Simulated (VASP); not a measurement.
**SnSe2: single point with PBE+D3(BJ)**

The system is SnSe2.

```
Sn Se
1.0
     4.11331    0.00000    0.00000
    -2.05666    3.56223    0.00000
     0.00000    0.00000    5.86945
Sn Se
1 2
Direct
  0.00000 0.00000 0.50000
  0.33333 0.66667 0.21214
  0.33333 0.66667 0.78786
```

| Item | Value |
| --- | --- |
| Program | VASP 6.6.1 |
| Task | single point |
| Functional | PBE |
| Dispersion | D3(BJ) |
| Potentials or basis | VASP PAW PBE potentials, release 64 (Sn_d, Se) |
| Cutoff | 520 eV |
| k mesh | 12 × 12 × 6 |
| Occupations | gaussian, width 0.01 eV |
| Spin | no spin polarisation |

- Pressure: 0.0 GPa
- Band gap on the k mesh: 0.67 eV (least direct gap 0.95 eV)
- Dispersion energy per atom: -0.318 eV

Forces on the atoms (eV/Å):
```
Sn   0.000  0.000  0.000
Se   0.000  0.000  0.003
Se   0.000  0.000 -0.003
```

Levels at points of the mesh, in eV from the valence-band top:
```
           k point  band 11  band 12  band 13  band 14  band 15  band 16
(0.00, 0.00, 0.00)    -1.50     0.00     0.00     1.64     3.04     3.04
(0.50, 0.00, 0.00)    -2.87    -1.33    -0.43     1.73     2.97     3.39
(0.00, 0.00, 0.50)    -1.43    -1.06    -1.06     1.24     2.20     3.51
(0.50, 0.00, 0.50)    -2.17    -2.05    -1.91     0.83     2.98     3.41
```

Run time: 3.5 min on 1 thread of Intel Xeon 8259CL, on a shared host, peak memory 0.27 GiB.

Caveat: semilocal functionals underestimate gaps, and a narrow one can read as zero; spin-orbit coupling is left out, which moves the levels of the heavy elements. A k mesh can miss the band edges.
